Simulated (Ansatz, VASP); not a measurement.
Co in VASP and in Ansatz

```
Co
1.0
     0.00000    2.32401    2.32401
     2.32401    0.00000    2.32401
     2.32401    2.32401    0.00000
Co
2
Direct
  0.12500 0.12500 0.12500
  0.87500 0.87500 0.87500
```

Alike in both runs: task single point; functional PBEsol; k mesh 13 × 13 × 13; occupations fermi-dirac, width 0.05 eV; collinear spin.

```csv
,VASP,Ansatz
version,VASP 6.6.1,Ansatz 0.2.0
potentials or method,"VASP PAW PBE potentials, release 64 (Co), cutoff 520 eV","plane waves (420 eV) with PAW, scalar-relativistic"
valence electrons in the cell,18,34
```

Ansatz gave:

| Item | Value |
| --- | --- |
| pressure (GPa) | 25.0 |
| net moment per atom (μB) | 0.00 |

Task: Estimate VASP's values.

Result: Pressure (GPa): 21.6; net moment per atom (μB): 0.00.

VASP's potentials were made for PBE, not for PBEsol, and Ansatz warns of the same on its side. VASP's potentials hold 18 valence electrons a cell and Ansatz's 34, so a difference there can come from the potentials and not from the codes. Ansatz's warnings: seeded moment not kept.
